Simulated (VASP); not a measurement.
# KTaO3 (Pm-3m) in VASP: further runs

The runs below take KTaO3 through single point, with PBEsol, r2SCAN, HSE06.

Program: VASP 6.6.1. These are calculated values, not measurements. Logs are shortened: lines on timing, memory, paths and dates and some standing lists are left out, and cuts for length are marked.

## Step 1: The cell of the first run

The structure is cubic, space group Pm-3m (No. 221). Conventional cell: a = 3.985 Å, b = 3.985 Å, c = 3.985 Å, α = 90.00°, β = 90.00°, γ = 90.00°. K (site symmetry m-3m) has 12 O at 2.82 Å and 8 Ta at 3.45 Å within 3.7 Å. Within 2.6 Å of Ta (site symmetry m-3m) lie 6 O at 1.99 Å. Within 2.6 Å of O (site symmetry 4/mmm) lie 2 Ta at 1.99 Å.

## Step 2: Single point, PBEsol

INCAR reads:

```
SYSTEM = KTaO3
ALGO     = Normal         ! electronic algorithm
EDIFF    = 1E-6           ! SCF threshold, eV
ENCUT    = 520            ! plane-wave cutoff, eV
GGA      = PS             ! functional
ISIF     = 2              ! what is computed and relaxed
ISMEAR   = -1             ! smearing method
LASPH    = .True.         ! aspherical terms in the spheres
LCHARG   = .True.         ! write CHGCAR
LELF     = .True.         ! ELF
LREAL    = Auto         
LVHAR    = .True.       
LWAVE    = .False.        ! write WAVECAR
NBANDS   = 178            ! bands
NELM     = 60             ! most SCF steps
PREC     = Accurate       ! precision mode
SIGMA    = 0.05           ! smearing width, eV
```

KPOINTS reads:

```
k-points
0
Gamma
  1 1 1
  0 0 0
```

POSCAR reads:

```
KTaO3
1.0
    7.9708780000      0.0000000000      0.0000000000
    0.0000000000      7.9708780000      0.0000000000
    0.0000000000      0.0000000000      7.9708780000
K Ta O
8 8 24
Direct
    0.0000000000      0.0000000000      0.0000000000
    0.0000000000      0.0000000000      0.5000000000
    0.0000000000      0.5000000000      0.0000000000
    0.0000000000      0.5000000000      0.5000000000
    0.5000000000      0.0000000000      0.0000000000
    0.5000000000      0.0000000000      0.5000000000
    0.5000000000      0.5000000000      0.0000000000
    0.5000000000      0.5000000000      0.5000000000
    0.2500000000      0.2500000000      0.2500000000
    0.2500000000      0.2500000000      0.7500000000
    0.2500000000      0.7500000000      0.2500000000
    0.2500000000      0.7500000000      0.7500000000
    0.7500000000      0.2500000000      0.2500000000
    0.7500000000      0.2500000000      0.7500000000
    0.7500000000      0.7500000000      0.2500000000
    0.7500000000      0.7500000000      0.7500000000
    0.2500000000      0.2500000000      0.0000000000
    0.2500000000      0.2500000000      0.5000000000
    0.2500000000      0.7500000000      0.0000000000
    0.2500000000      0.7500000000      0.5000000000
    0.7500000000      0.2500000000      0.0000000000
    0.7500000000      0.2500000000      0.5000000000
    0.7500000000      0.7500000000      0.0000000000
    0.7500000000      0.7500000000      0.5000000000
    0.0000000000      0.2500000000      0.2500000000
    0.0000000000      0.2500000000      0.7500000000
    0.0000000000      0.7500000000      0.2500000000
    0.0000000000      0.7500000000      0.7500000000
    0.5000000000      0.2500000000      0.2500000000
    0.5000000000      0.2500000000      0.7500000000
    0.5000000000      0.7500000000      0.2500000000
    0.5000000000      0.7500000000      0.7500000000
    0.2500000000      0.0000000000      0.2500000000
    0.2500000000      0.0000000000      0.7500000000
    0.2500000000      0.5000000000      0.2500000000
    0.2500000000      0.5000000000      0.7500000000
    0.7500000000      0.0000000000      0.2500000000
    0.7500000000      0.0000000000      0.7500000000
    0.7500000000      0.5000000000      0.2500000000
    0.7500000000      0.5000000000      0.7500000000
```

Potentials or basis: VASP PAW PBE potentials, release 64 (K_sv, Ta_pv, O).

On the command line:

```sh
$ cat potpaw_PBE.64/K_sv/POTCAR potpaw_PBE.64/Ta_pv/POTCAR potpaw_PBE.64/O/POTCAR > POTCAR
$ mpirun -np 1 vasp_gam > vasp.out
```

OUTCAR:

```text
SYSTEM = KTaO3
   EDIFF = 1E-6
   ENCUT = 520
   GGA = PS
   ISIF = 2
   ISMEAR = -1
   LASPH = .True.
   LREAL = Auto
   NELM = 60
   PREC = Accurate

 ion  position               nearest neighbor table
   1  0.000  0.000  0.000-  17 2.82  19 2.82  21 2.82  23 2.82  25 2.82  26 2.82  27 2.82  28 2.82
                            33 2.82  34 2.82  37 2.82  38 2.82  13 3.45  14 3.45  15 3.45  16 3.45
   2  0.000  0.000  0.500-  18 2.82  20 2.82  22 2.82  24 2.82  25 2.82  26 2.82  27 2.82  28 2.82
                            33 2.82  34 2.82  37 2.82  38 2.82  13 3.45  14 3.45  15 3.45  16 3.45
   3  0.000  0.500  0.000-  17 2.82  19 2.82  21 2.82  23 2.82  25 2.82  26 2.82  27 2.82  28 2.82
                            35 2.82  36 2.82  39 2.82  40 2.82  13 3.45  14 3.45  15 3.45  16 3.45
   4  0.000  0.500  0.500-  18 2.82  20 2.82  22 2.82  24 2.82  25 2.82  26 2.82  27 2.82  28 2.82
                            35 2.82  36 2.82  39 2.82  40 2.82  13 3.45  14 3.45  15 3.45  16 3.45
   5  0.500  0.000  0.000-  17 2.82  19 2.82  21 2.82  23 2.82  29 2.82  30 2.82  31 2.82  32 2.82
                            33 2.82  34 2.82  37 2.82  38 2.82  13 3.45  14 3.45  15 3.45  16 3.45
   6  0.500  0.000  0.500-  18 2.82  20 2.82  22 2.82  24 2.82  29 2.82  30 2.82  31 2.82  32 2.82
                            33 2.82  34 2.82  37 2.82  38 2.82  13 3.45  14 3.45  15 3.45  16 3.45
   7  0.500  0.500  0.000-  17 2.82  19 2.82  21 2.82  23 2.82  29 2.82  30 2.82  31 2.82  32 2.82
                            35 2.82  36 2.82  39 2.82  40 2.82  13 3.45  14 3.45  15 3.45  16 3.45
   8  0.500  0.500  0.500-  18 2.82  20 2.82  22 2.82  24 2.82  29 2.82  30 2.82  31 2.82  32 2.82
                            35 2.82  36 2.82  39 2.82  40 2.82  13 3.45  14 3.45  15 3.45  16 3.45
   9  0.250  0.250  0.250-  17 1.99  18 1.99  25 1.99  29 1.99  33 1.99  35 1.99   7 3.45   8 3.45
[... 45 lines left out ...]
 A1 = (   7.9708780000,   0.0000000000,   0.0000000000)
 A2 = (   0.0000000000,   7.9708780000,   0.0000000000)
 A3 = (   0.0000000000,   0.0000000000,   7.9708780000)

Analysis of symmetry for initial positions (statically):
=====================================================================
 Subroutine PRICEL returns following result:

  LATTYP: Found a simple cubic cell.
 ALAT       =     3.9854390000

  Lattice vectors:

 A1 = (   3.9854390000,   0.0000000000,   0.0000000000)
 A2 = (   0.0000000000,   3.9854390000,   0.0000000000)
 A3 = (   0.0000000000,   0.0000000000,   3.9854390000)

   8 primitive cells build up your supercell.

 Routine SETGRP: Setting up the symmetry group for a
 simple cubic supercell.

 Subroutine GETGRP returns: Found 48 space group operations
 (whereof 48 operations were pure point group operations)
 out of a pool of 48 trial point group operations.

The static configuration has the point symmetry O_h .

Analysis of symmetry for dynamics (positions and initial velocities):
[... 115 lines left out ...]
   NUPDOWN=      -1.0000    fix difference up-down
   EMIN   =  10.00;   EMAX   =-10.00  energy-range for DOS
   EFERMI =   0.00;   METHOD = LEGACY
   ISMEAR =    -1;   SIGMA  =   0.05  broadening in eV -4-tet -1-fermi 0-gaus
   EFERMI_NEDOS =   21; number of points for ismear=-14 and -15
   IALGO  =     38    algorithm
   IMIX   =      4    mixing-type and parameters
     AMIX     =   0.40;   BMIX     =  1.00
     AMIX_MAG =   1.60;   BMIX_MAG =  1.00
  volume/ion in A,a.u.               =      12.66        85.44
  Fermi-wavevector in a.u.,A,eV,Ry     =   1.380998  2.609709 25.948443  1.907157
  Thomas-Fermi vector in A             =   2.505824
   LORBIT       =      0    0 simple, 1 ext, 2 COOP (PROOUT), +10 PAW based schemes
   GGA     = PS    functional components
   LHFCALC =     F    Hartree Fock is set to
   AEXX    =    0.0000 exact exchange contribution
   IVDW    =     0    specifies the selected vdW correction
   LEPSILON=     F    determine dielectric tensor
   LRPA    =     F    only Hartree local field effects (RPA)
 non-spin polarized calculation
  energy-cutoff  :      520.00
  volume of cell :      506.43
 maximum number of plane-waves:      6807
 NGX is ok and might be reduce to    60
   NGX = 29   NGY = 29   NGZ = 29

 number of electron     303.9999807 magnetization

 Free energy of the ion-electron system (eV)
  ---------------------------------------------------
  ext. energy  EPLUGINS =         0.00000000
  ---------------------------------------------------
  free energy    TOTEN  =      -334.96858052 eV

  energy without entropy =     -334.96858011  energy(sigma->0) =     -334.96858032

 E-fermi :   2.6783     XC(G=0): -11.1559

 val. band max:        1.8045512791   @ k =   0.0000   0.0000   0.0000
 cond. band min:       3.5364823326   @ k =   0.0000   0.0000   0.0000
 fundamental gap:      1.7319310535
 Fermi energy:         2.6783385936

 k-point     1 :       0.0000    0.0000    0.0000
  band No.  band energies     occupation
      1     -32.8616      2.00000
      2     -32.8616      2.00000
      3     -32.8616      2.00000
      4     -32.8572      2.00000
      5     -32.8572      2.00000
      6     -32.8572      2.00000
[... 156 lines left out ...]
    163       6.5169      0.00000
    164       6.5169      0.00000
 [bands above 164 left out]

------------------------ aborting loop because EDIFF is reached ----------------------------------------

  FORCE on cell =-STRESS in cart. coord.  units (eV):
  Direction    XX          YY          ZZ          XY          YZ          ZX
  --------------------------------------------------------------------------------------
  -------------------------------------------------------------------------------------
  Total        8.8778927      8.8778927      8.8778927     -0.0000000     -0.0000000      0.0000000
  in kB       28.0867822     28.0867822     28.0867822     -0.0000000     -0.0000000      0.0000000
  external PRESSURE =      28.0867822 kB  Pullay stress =       0.0000000 kB

 VOLUME and BASIS-vectors are now :
 -----------------------------------------------------------------------------
  energy-cutoff  :      520.00
  volume of cell :      506.43
      direct lattice vectors                 reciprocal lattice vectors
     7.970878000  0.000000000  0.000000000     0.125456694  0.000000000  0.000000000
     0.000000000  7.970878000  0.000000000     0.000000000  0.125456694  0.000000000
     0.000000000  0.000000000  7.970878000     0.000000000  0.000000000  0.125456694

 POSITION                                       TOTAL-FORCE (eV/Angst)
 -----------------------------------------------------------------------------------
      0.00000      0.00000      0.00000         0.000000      0.000000      0.000000
      0.00000      0.00000      3.98544         0.000000      0.000000      0.000000
      0.00000      3.98544      0.00000         0.000000      0.000000      0.000000
      0.00000      3.98544      3.98544         0.000000     -0.000000      0.000000
      3.98544      0.00000      0.00000         0.000000      0.000000      0.000000
      3.98544      0.00000      3.98544        -0.000000      0.000000      0.000000
[... 32 lines left out ...]
      5.97816      3.98544      1.99272         0.000000      0.000000      0.000000
      5.97816      3.98544      5.97816         0.000000      0.000000     -0.000000
 -----------------------------------------------------------------------------------
    total drift:                                0.000000     -0.000000     -0.000000

  FREE ENERGIE OF THE ION-ELECTRON SYSTEM (eV)
  ---------------------------------------------------
  free  energy   TOTEN  =      -334.9685805210 eV

  energy  without entropy=     -334.9685801118  energy(sigma->0) =     -334.96858032
```

It took 4 min on 1 thread of Intel Xeon 8259CL, shared host; peak memory 0.49 GiB.

Results:

```
Free energy            : -334.9686 eV
Pressure               : 2.8 GPa
Band gap on the k mesh : 1.73 eV
```

Caveat: the k points lie up to 0.79 Å⁻¹ apart; the PAW data sets were made with another functional, which shifts forces and pressure a little; spin-orbit coupling is left out, which moves the levels of the heavy elements; an odd mesh through Γ misses points on the zone boundary, where band edges can lie.

## Step 3: Single point, r2SCAN

POSCAR is that of step 2.

INCAR.step1 reads:

```
PREC = Accurate ; ENCUT = 520
ISMEAR = -1 ; SIGMA = 0.05
LREAL = Auto ; LASPH = True
NELM = 80 ; NBANDS = 178
GGA = PE ; ALGO = Normal
EDIFF = 1E-4 ; LWAVE = True
LCHARG = False
```

INCAR.step2 reads:

```
PREC = Accurate ; ENCUT = 520
EDIFF = 1E-7 ; ISMEAR = -1
SIGMA = 0.05 ; LREAL = Auto
LASPH = True ; NELM = 80
ALGO = Normal ; ISIF = 2
LWAVE = False ; LCHARG = False
METAGGA = R2SCAN ; LMIXTAU = True
NBANDS = 178 ; ISTART = 1
```

KPOINTS reads:

```
Automatic mesh
0
Gamma
  1 1 1
```

Potentials or basis: VASP PAW PBE potentials, release 64 (K_sv, Ta_pv, O).

On the command line:

```sh
$ cat potpaw_PBE.64/K_sv/POTCAR potpaw_PBE.64/Ta_pv/POTCAR potpaw_PBE.64/O/POTCAR > POTCAR
$ cp INCAR.step1 INCAR
$ mpirun -np 1 vasp_gam > vasp.out
$ cp INCAR.step2 INCAR
$ mpirun -np 1 vasp_gam > vasp.out
```

Wall time 14 min (1 thread of Intel Xeon 8259CL, shared host); peak memory 0.56 GiB.

The run converged. Its results:

```
Free energy            : -689.2561 eV
Pressure               : 3.7 GPa
Band gap on the k mesh : 2.26 eV
```

Levels at points of the mesh, in eV from the valence-band top:
```csv
k point,band 150,band 151,band 152,band 153,band 154,band 155
"(0.00, 0.00, 0.00)",0.00,0.00,0.00,2.26,2.26,2.26
```

Caveat: the k points lie up to 0.79 Å⁻¹ apart; the PAW data sets were made with another functional, which shifts forces and pressure a little; spin-orbit coupling is left out, which moves the levels of the heavy elements; an odd mesh through Γ misses points on the zone boundary, where band edges can lie.

## Step 4: Single point, HSE06

POSCAR is that of step 3.

INCAR.step1 reads:

```
ALGO = Normal
EDIFF = 1E-5
ENCUT = 520
GGA = PE
ISIF = 2
ISMEAR = -1
LASPH = True
LREAL = Auto
LWAVE = True
NBANDS = 178
NELM = 100
PREC = Accurate
SIGMA = 0.05
```

INCAR.step2 reads:

```
ALGO = Normal
EDIFF = 1E-6
ENCUT = 520
GGA = PE
HFSCREEN = 0.2079
ISIF = 2
ISMEAR = -1
ISTART = 1
LASPH = True
LCHARG = True
LELF = True
LHFCALC = True
LREAL = Auto
LVHAR = True
LWAVE = False
NBANDS = 178
NELM = 100
PREC = Accurate
PRECFOCK = Fast
SIGMA = 0.05
```

KPOINTS reads:

```
k-points
0
Gamma
  1 1 1
```

Potentials or basis: VASP PAW PBE potentials, release 64 (K_sv, Ta_pv, O).

On the command line:

```sh
$ cat potpaw_PBE.64/K_sv/POTCAR potpaw_PBE.64/Ta_pv/POTCAR potpaw_PBE.64/O/POTCAR > POTCAR
$ cp INCAR.step1 INCAR
$ mpirun -np 1 vasp_gam > vasp.out
$ cp INCAR.step2 INCAR
$ mpirun -np 1 vasp_gam > vasp.out
```

OUTCAR:

```text
EDIFF = 1E-6
   ENCUT = 520
   GGA = PE
   HFSCREEN = 0.2079
   ISIF = 2
   ISMEAR = -1
   ISTART = 1
   LASPH = True
   LHFCALC = True
   LREAL = Auto
   NELM = 100
   PREC = Accurate
   PRECFOCK = Fast

 ion  position               nearest neighbor table
   1  0.000  0.000  0.000-  17 2.82  19 2.82  21 2.82  23 2.82  25 2.82  26 2.82  27 2.82  28 2.82
                            33 2.82  34 2.82  37 2.82  38 2.82  13 3.45  14 3.45  15 3.45  16 3.45
   2  0.000  0.000  0.500-  18 2.82  20 2.82  22 2.82  24 2.82  25 2.82  26 2.82  27 2.82  28 2.82
                            33 2.82  34 2.82  37 2.82  38 2.82  13 3.45  14 3.45  15 3.45  16 3.45
   3  0.000  0.500  0.000-  17 2.82  19 2.82  21 2.82  23 2.82  25 2.82  26 2.82  27 2.82  28 2.82
[... 427 lines left out ...]
  in kB       19.6612215     19.6612215     19.6612215     -0.0000000      0.0000000     -0.0000000
  external PRESSURE =      19.6612215 kB  Pullay stress =       0.0000000 kB

 VOLUME and BASIS-vectors are now :
 -----------------------------------------------------------------------------
  energy-cutoff  :      520.00
  volume of cell :      506.43
      direct lattice vectors                 reciprocal lattice vectors
     7.970878000  0.000000000  0.000000000     0.125456694  0.000000000  0.000000000
     0.000000000  7.970878000  0.000000000     0.000000000  0.125456694  0.000000000
     0.000000000  0.000000000  7.970878000     0.000000000  0.000000000  0.125456694

 POSITION                                       TOTAL-FORCE (eV/Angst)
 -----------------------------------------------------------------------------------
      0.00000      0.00000      0.00000        -0.000000     -0.000000      0.000000
      0.00000      0.00000      3.98544        -0.000000      0.000000      0.000000
      0.00000      3.98544      0.00000         0.000000      0.000000      0.000000
      0.00000      3.98544      3.98544        -0.000000     -0.000000     -0.000000
      3.98544      0.00000      0.00000        -0.000000      0.000000     -0.000000
      3.98544      0.00000      3.98544         0.000000      0.000000     -0.000000
[... 32 lines left out ...]
      5.97816      3.98544      1.99272         0.000000      0.000000     -0.000000
      5.97816      3.98544      5.97816         0.000000      0.000000      0.000000
 -----------------------------------------------------------------------------------
    total drift:                               -0.000005      0.000004      0.000003

  FREE ENERGIE OF THE ION-ELECTRON SYSTEM (eV)
  ---------------------------------------------------
  free  energy   TOTEN  =      -388.3100585115 eV

  energy  without entropy=     -388.3100585114  energy(sigma->0) =     -388.31005851
```

Wall time 14 min (1 thread of AMD EPYC 7R43 (Zen 3), shared host); peak memory 0.61 GiB.

Results:

- Free energy: -388.3101 eV
- Pressure: 2.0 GPa
- Band gap on the k mesh: 3.23 eV

Caveat: the k points lie up to 0.79 Å⁻¹ apart; the PAW data sets were made with another functional, which shifts forces and pressure a little; spin-orbit coupling is left out, which moves the levels of the heavy elements; an odd mesh through Γ misses points on the zone boundary, where band edges can lie.

## Step 5: Summary

| level | grid for exact exchange (PRECFOCK) | share of exact exchange | screening parameter | gap on the mesh (eV) | pressure (GPa) |
| --- | --- | --- | --- | --- | --- |
| PBEsol | - | - | - | 1.73 | 2.8 |
| r2SCAN | - | - | - | 2.26 | 3.7 |
| HSE06 | Fast | 0.25 | 0.2079 1/Å | 3.23 | 2.0 |

Alike in all rows: task single point; potentials or basis VASP PAW PBE potentials, release 64 (K_sv, Ta_pv, O); no spin polarisation; cell as given; k mesh 1 × 1 × 1; cutoff (eV) 520; smearing fermi-dirac 0.05 eV.

Caveats: all runs use coarse meshes; the PAW data sets were made with another functional, which shifts forces and pressure a little; spin-orbit coupling is left out, which moves the levels of the heavy elements; an odd mesh through Γ misses points on the zone boundary, where band edges can lie.

Total energies depend on the potentials used, so only differences within one code and one set of settings carry meaning.
